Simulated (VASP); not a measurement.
# Tl2Br (R-3m) in VASP: single point with PBE

Aim: the single point of Tl2Br with PBE.

Everything below comes from runs of VASP 6.6.1. Logs are shortened: lines on timing, memory, paths and dates and some standing lists are left out, and cuts for length are marked.

**1. The cell of the first run**

Symmetry: R-3m, No. 166, trigonal system. The conventional cell has a = 4.000 Å, b = 4.000 Å, c = 22.264 Å, α = 90.00°, β = 90.00°, γ = 120.00°. Within 4.3 Å of Tl (site symmetry 3m) lie 3 Br at 3.25 Å and 9 Tl at 3.67 to 4.00 Å. Br (site symmetry -3m) has 6 Tl at 3.25 Å and 6 Br at 4.00 Å within 4.3 Å.

**2. Single point, PBE**

Input file INCAR:

```
PREC     = Accurate       # precision mode
ENCUT    = 520            # plane-wave cutoff, eV
EDIFF    = 1E-6           # SCF threshold, eV
ISMEAR   = 0              # smearing method
SIGMA    = 0.1            # smearing width, eV
LREAL    = F              # projectors in reciprocal space
LASPH    = T              # aspherical terms in the spheres
NELM     = 100            # most SCF steps
ALGO     = Normal         # electronic algorithm
ISIF     = 2              # what is computed and relaxed
LWAVE    = F              # write WAVECAR
LCHARG   = T              # write CHGCAR
GGA      = PE             # functional
LELF     = T              # ELF
LVHAR    = T            
NBANDS   = 24             # bands
```

Input file KPOINTS:

```
regular mesh
0
Gamma
  12 12 12
```

Input file POSCAR:

```
Tl2Br
1.0
    2.0000281619      1.1547167977      7.4212385594
   -2.0000281619      1.1547167977      7.4212385594
    0.0000000000     -2.3094335953      7.4212385594
Tl Br
2 1
Direct
    0.7694105337      0.7694105337      0.7694105337
    0.2305894663      0.2305894663      0.2305894663
    0.0000000000      0.0000000000      0.0000000000
```

Potentials or basis: VASP PAW PBE potentials, release 64 (Tl_d, Br).

On the command line:

```bash
$ cat potpaw_PBE.64/Tl_d/POTCAR potpaw_PBE.64/Br/POTCAR > POTCAR
$ mpirun -np 1 vasp_std > vasp.out
```

OUTCAR:

```text
PREC = Accurate
   ENCUT = 520
   EDIFF = 1E-6
   ISMEAR = 0
   LREAL = F
   LASPH = T
   NELM = 100
   ISIF = 2
   GGA = PE

 ion  position               nearest neighbor table
   1  0.769  0.769  0.769-   3 3.25   3 3.25   3 3.25   2 3.67   2 3.67   2 3.67
   2  0.231  0.231  0.231-   3 3.25   3 3.25   3 3.25   1 3.67   1 3.67   1 3.67
   3  0.000  0.000  0.000-   1 3.25   2 3.25   1 3.25   1 3.25   2 3.25   2 3.25

  LATTYP: Found a trigonal (rhomboedric) cell.
 ALAT       =     7.7722754253
 COS(alpha) =     0.8675640617

  Lattice vectors:

 A1 = (   2.0000281619,   1.1547167977,   7.4212385594)
 A2 = (  -2.0000281619,   1.1547167977,   7.4212385594)
 A3 = (   0.0000000000,  -2.3094335953,   7.4212385594)

Analysis of symmetry for initial positions (statically):
=====================================================================
 Subroutine PRICEL returns:
 Original cell was already a primitive cell.

 Routine SETGRP: Setting up the symmetry group for a
 trigonal (rhombohedral) supercell.

 Subroutine GETGRP returns: Found 12 space group operations
 (whereof 12 operations were pure point group operations)
 out of a pool of 12 trial point group operations.

The static configuration has the point symmetry D_3d.

Analysis of symmetry for dynamics (positions and initial velocities):
=====================================================================
 Subroutine PRICEL returns:
 Original cell was already a primitive cell.

 Routine SETGRP: Setting up the symmetry group for a
 trigonal (rhombohedral) supercell.

 Subroutine GETGRP returns: Found 12 space group operations
 (whereof 12 operations were pure point group operations)
 out of a pool of 12 trial point group operations.

The dynamic configuration has the point symmetry D_3d.

 Subroutine INISYM returns: Found 12 space group operations
 (whereof 12 operations are pure point group operations),
 and found     1 'primitive' translations

----------------------------------------------------------------------------------------

                                     Primitive cell

  volume of cell :     102.8346

  direct lattice vectors                    reciprocal lattice vectors
     2.000028162  1.154716798  7.421238559     0.249996480  0.144335535  0.044916132
    -2.000028162  1.154716798  7.421238559    -0.249996480  0.144335535  0.044916132
     0.000000000 -2.309433595  7.421238559     0.000000000 -0.288671070  0.044916132

  length of vectors
     7.772275425  7.772275425  7.772275425     0.292144563  0.292144563  0.292144563

  position of ions in fractional coordinates (direct lattice)
     0.769410534  0.769410534  0.769410534
     0.230589466  0.230589466  0.230589466
     0.000000000  0.000000000  0.000000000

  ion indices of the primitive-cell ions
   primitive index   ion index
                 1           1
                 2           2
                 3           3

----------------------------------------------------------------------------------------

 KPOINTS: regular mesh

Automatic generation of k-mesh.
 Grid dimensions read from file:
 generate k-points for:   12   12   12

 Generating k-lattice:

  Cartesian coordinates                     Fractional coordinates (reciprocal lattice)
     0.020833040  0.012027961  0.003743011     0.083333333  0.000000000  0.000000000
    -0.020833040  0.012027961  0.003743011     0.000000000  0.083333333  0.000000000
     0.000000000 -0.024055922  0.003743011     0.000000000  0.000000000  0.083333333

  Length of vectors
     0.024345380  0.024345380  0.024345380

  Shift w.r.t. Gamma in fractional coordinates (k-lattice)
     0.000000000  0.000000000  0.000000000

 Subroutine IBZKPT returns following result:
 ===========================================

 Found    189 irreducible k-points:

 Following reciprocal coordinates:
            Coordinates               Weight
  0.000000  0.000000  0.000000      1.000000
  0.083333  0.000000  0.000000      6.000000
  0.166667 -0.000000  0.000000      6.000000
  0.250000 -0.000000  0.000000      6.000000
  0.333333 -0.000000  0.000000      6.000000
  0.416667 -0.000000  0.000000      6.000000
[... 16 lines left out ...]
  0.500000  0.166667  0.000000     12.000000
 -0.416667  0.166667 -0.000000     12.000000
 [... further k-points ...]
   k-points           NKPTS =    189   k-points in BZ     NKDIM =    189   number of bands    NBANDS=     24
   number of dos      NEDOS =    301   number of ions     NIONS =      3
   total plane-waves  NPLWV = 216000
   dimension x,y,z NGX =    60 NGY =   60 NGZ =   60
   dimension x,y,z NGXF=   120 NGYF=  120 NGZF=  120
   ions per type =               2   1
   NGX,Y,Z   is equivalent  to a cutoff of  12.83, 12.83, 12.83 a.u.
   NGXF,Y,Z  is equivalent  to a cutoff of  25.67, 25.67, 25.67 a.u.
 SYSTEM =  unknown system
   PREC   = accura    normal or accurate (medium, high low for compatibility)
   ISTART =      0    job   : 0-new  1-cont  2-samecut
   ICHARG =      2    charge: 1-file 2-atom 10-const
   ISPIN  =      1    spin polarized calculation?
   LNONCOLLINEAR =      F non collinear calculations
   LSORBIT =      F    spin-orbit coupling
   LASPH  =      T    aspherical Exc in radial PAW
   ENCUT  =  520.0 eV  38.22 Ry    6.18 a.u.  14.45 14.45 14.45*2*pi/ulx,y,z
   NELM   =    100;   NELMIN=  2; NELMDL= -5     # of ELM steps
   EDIFF  = 0.1E-05   stopping-criterion for ELM
   LREAL  =      F    real-space projection
   EDIFFG = 0.1E-04   stopping-criterion for IOM
   NSW    =      0    number of steps for IOM
[... 5 lines left out ...]
   TEBEG  =    0.0;   TEEND  =   0.0 temperature during run
   PSTRESS=    0.0 pullay stress
   NELECT =      33.0000    total number of electrons
   NUPDOWN=      -1.0000    fix difference up-down
   EMIN   =  10.00;   EMAX   =-10.00  energy-range for DOS
   EFERMI =   0.00;   METHOD = LEGACY
   ISMEAR =     0;   SIGMA  =   0.10  broadening in eV -4-tet -1-fermi 0-gaus
   EFERMI_NEDOS =   21; number of points for ismear=-14 and -15
   IALGO  =     38    algorithm
   IMIX   =      4    mixing-type and parameters
     AMIX     =   0.40;   BMIX     =  1.00
     AMIX_MAG =   1.60;   BMIX_MAG =  1.00
  volume/ion in A,a.u.               =      34.28       231.32
  Fermi-wavevector in a.u.,A,eV,Ry     =   1.120813  2.118029 17.091928  1.256221
  Thomas-Fermi vector in A             =   2.257462
   LORBIT       =      0    0 simple, 1 ext, 2 COOP (PROOUT), +10 PAW based schemes
   GGA     = PE    functional components
   LHFCALC =     F    Hartree Fock is set to
   AEXX    =    0.0000 exact exchange contribution
   IVDW    =     0    specifies the selected vdW correction
   LEPSILON=     F    determine dielectric tensor
   LRPA    =     F    only Hartree local field effects (RPA)
 non-spin polarized calculation
 Gauss-broadening in eV      SIGMA  =   0.10
  energy-cutoff  :      520.00
  volume of cell :      102.83
 maximum number of plane-waves:      2799
 NGX is ok and might be reduce to    60
   NGX = 29   NGY = 29   NGZ = 29

 number of electron      32.9999999 magnetization

 Free energy of the ion-electron system (eV)
  ---------------------------------------------------
  ext. energy  EPLUGINS =         0.00000000
  ---------------------------------------------------
  free energy    TOTEN  =        -7.26035245 eV

  energy without entropy =       -7.25349633  energy(sigma->0) =       -7.25692439

 E-fermi :   4.1837     XC(G=0):  -8.8206

 val. band max:        4.1738351776   @ k =  -0.3333   0.2500   0.2500
 cond. band min:       4.1846091322   @ k =  -0.4167   0.1667   0.0833
 fundamental gap:      0.0107739546
 Fermi energy:         4.1837041256

 k-point     1 :       0.0000    0.0000    0.0000
  band No.  band energies     occupation
      1     -11.5496      2.00000
      2      -7.6934      2.00000
      3      -7.6698      2.00000
      4      -7.6698      2.00000
      5      -7.6568      2.00000
      6      -7.6568      2.00000
[... 16 lines left out ...]
     23      10.5831      0.00000
     24      12.1121      0.00000

 k-point     2 :       0.0833    0.0000    0.0000
  band No.  band energies     occupation
      1     -11.5315      2.00000
      2      -7.6971      2.00000
      3      -7.6659      2.00000
      4      -7.6623      2.00000
      5      -7.6548      2.00000
      6      -7.6476      2.00000
[... 16 lines left out ...]
     23      10.4488      0.00000
     24      12.0444      0.00000

 k-point     3 :       0.1667   -0.0000    0.0000
  band No.  band energies     occupation
      1     -11.4817      2.00000
      2      -7.7068      2.00000
      3      -7.6648      2.00000
      4      -7.6589      2.00000
      5      -7.6327      2.00000
      6      -7.6248      2.00000
[... 16 lines left out ...]
     23      10.5823      0.00000
     24      11.4632      0.00000

 k-point     4 :       0.2500   -0.0000    0.0000
  band No.  band energies     occupation
      1     -11.4123      2.00000
      2      -7.7199      2.00000
      3      -7.6810      2.00000
      4      -7.6572      2.00000
      5      -7.6285      2.00000
      6      -7.6149      2.00000
[... 16 lines left out ...]
     23      10.4863      0.00000
     24      11.1787      0.00000

 k-point     5 :       0.3333   -0.0000    0.0000
  band No.  band energies     occupation
      1     -11.3410      2.00000
      2      -7.7331      2.00000
      3      -7.7052      2.00000
      4      -7.6607      2.00000
      5      -7.6392      2.00000
      6      -7.6199      2.00000
[... 451 lines left out ...]
 k-point    22 :       0.4167    0.1667    0.0000
  band No.  band energies     occupation
      1     -11.3147      2.00000
      2      -7.7156      2.00000
      3      -7.6969      2.00000
      4      -7.6671      2.00000
      5      -7.6389      2.00000
      6      -7.5902      2.00000
[... 16 lines left out ...]
     23      11.0744      0.00000
     24      11.9060      0.00000

 k-point    23 :       0.5000    0.1667    0.0000
  band No.  band energies     occupation
      1     -11.2685      2.00000
      2      -7.7237      2.00000
      3      -7.7091      2.00000
      4      -7.6693      2.00000
      5      -7.6490      2.00000
      6      -7.5881      2.00000
[... 16 lines left out ...]
     23      10.9136      0.00000
     24      11.7864      0.00000

 k-point    24 :      -0.4167    0.1667   -0.0000
  band No.  band energies     occupation
      1     -11.2514      2.00000
      2      -7.7272      2.00000
      3      -7.7111      2.00000
      4      -7.6689      2.00000
      5      -7.6540      2.00000
      6      -7.5896      2.00000
[... 16 lines left out ...]
     23      10.9329      0.00000
     24      11.7023      0.00000

 [... further k-points ...]

------------------------ aborting loop because EDIFF is reached ----------------------------------------

  FORCE on cell =-STRESS in cart. coord.  units (eV):
  Direction    XX          YY          ZZ          XY          YZ          ZX
  --------------------------------------------------------------------------------------
  -------------------------------------------------------------------------------------
  Total       -0.0284384     -0.0284384     -0.0173443     -0.0000000     -0.0000000      0.0000000
  in kB       -0.4430741     -0.4430741     -0.2702268     -0.0000000     -0.0000000      0.0000000
  external PRESSURE =      -0.3854583 kB  Pullay stress =       0.0000000 kB

 VOLUME and BASIS-vectors are now :
 -----------------------------------------------------------------------------
  energy-cutoff  :      520.00
  volume of cell :      102.83
      direct lattice vectors                 reciprocal lattice vectors
     2.000028162  1.154716798  7.421238559     0.249996480  0.144335535  0.044916132
    -2.000028162  1.154716798  7.421238559    -0.249996480  0.144335535  0.044916132
     0.000000000 -2.309433595  7.421238559     0.000000000 -0.288671070  0.044916132

 POSITION                                       TOTAL-FORCE (eV/Angst)
 -----------------------------------------------------------------------------------
      0.00000      0.00000     17.12994         0.000000     -0.000000     -0.000699
      0.00000      0.00000      5.13378         0.000000      0.000000      0.000699
      0.00000      0.00000      0.00000         0.000000     -0.000000      0.000000
 -----------------------------------------------------------------------------------
    total drift:                               -0.000000      0.000000     -0.000000

  FREE ENERGIE OF THE ION-ELECTRON SYSTEM (eV)
  ---------------------------------------------------
  free  energy   TOTEN  =        -7.2603524469 eV

  energy  without entropy=       -7.2534963288  energy(sigma->0) =       -7.25692439
```

Run time: 8.9 min. Hardware: 1 thread of Intel Xeon 6975P-C (Granite Rapids), shared host; peak memory 0.76 GiB.

What came out:

| Item | Value |
| --- | --- |
| Free energy | -7.2604 eV |
| Pressure | 0.0 GPa |
| Band gap on the k mesh | zero (an odd number of electrons rules out a gap without spin polarisation) |

Levels at points of the mesh, in eV from the Fermi level:
```csv
k point,band 13,band 14,band 15,band 16,band 17,band 18,band 19,band 20
"(0.00, 0.00, 0.00)",-7.16,-2.62,-2.62,-2.07,0.06,4.60,4.60,6.04
"(0.50, 0.00, 0.00)",-5.92,-4.35,-3.14,-3.10,-0.63,0.22,2.17,2.57
"(0.50, 0.50, 0.00)",-5.29,-4.57,-3.29,-3.13,-1.26,1.02,3.23,3.40
"(0.50, 0.50, 0.50)",-5.82,-3.80,-2.63,-2.63,2.31,3.35,5.20,5.20
```

Caveat: spin-orbit coupling is left out, which moves the levels of the heavy elements.
